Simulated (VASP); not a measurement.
Input of a VASP 6.6.1 run:

Contents of POSCAR:

```
BeTe
1.0
    0.0000000000      2.8286236255      2.8569098617
    2.8286236255      0.0000000000      2.8569098617
    2.8286236255      2.8286236255      0.0000000000
Be Te
1 1
Direct
    0.0000000000      0.0000000000      0.0000000000
    0.2500000000      0.2500000000      0.2500000000
```

File INCAR.step1:

```
PREC = Accurate
ENCUT = 500
EDIFF = 1E-8
ISMEAR = 0
SIGMA = 0.01
LREAL = F
LASPH = T
NELM = 60
ALGO = Normal
LWAVE = T
LCHARG = F
GGA = PE
```

The input INCAR.step2:

```
PREC = Accurate
ENCUT = 500
EDIFF = 1E-8
ISMEAR = 0
SIGMA = 0.01
LREAL = F
LASPH = T
NELM = 1
ALGO = Exact
LWAVE = T
LCHARG = F
GGA = PE
NBANDS = 194
LOPTICS = T
ISTART = 1
```

The input INCAR.step3:

```
PREC = Accurate
ENCUT = 500
EDIFF = 1E-8
ISMEAR = 0
SIGMA = 0.01
LREAL = F
LASPH = T
ALGO = EVGW0
LWAVE = F
LCHARG = F
GGA = PE
NELMGW = 1
NBANDS = 194
ENCUTGW = 150.0
NOMEGA = 96
PRECFOCK = Fast
ISTART = 1
NBANDSGW = 12
OMEGAMAX = 20
```

The input KPOINTS:

```
regular mesh
0
Gamma
  4 4 4
```

Potentials or basis: VASP PAW PBE potentials, release 64 (Be_GW, Te_GW).

Run with:

```bash
$ cat potpaw_PBE.64/Be_GW/POTCAR potpaw_PBE.64/Te_GW/POTCAR > POTCAR
$ cp INCAR.step1 INCAR
$ mpirun -np 1 vasp_std > vasp.out
$ cp INCAR.step2 INCAR
$ mpirun -np 1 vasp_std > vasp.out
$ cp INCAR.step3 INCAR
$ mpirun -np 1 vasp_std > vasp.out
```

(1) Estimate the quasiparticle gap.

(2) Predict the least direct quasiparticle gap.

(3) Predict the least direct gap of the starting levels on the mesh.

(4) Estimate the band gap of the starting levels on the mesh.

Answers

(1) 2.80 eV.

(2) 4.64 eV.

(3) 3.60 eV.

(4) 1.98 eV.

Caveat: the k points lie up to 0.48 Å⁻¹ apart; bands, screening cutoff and mesh are small and nothing is extrapolated, so the quasiparticle values aren't converged; spin-orbit coupling is left out, which moves the levels of the heavy elements.
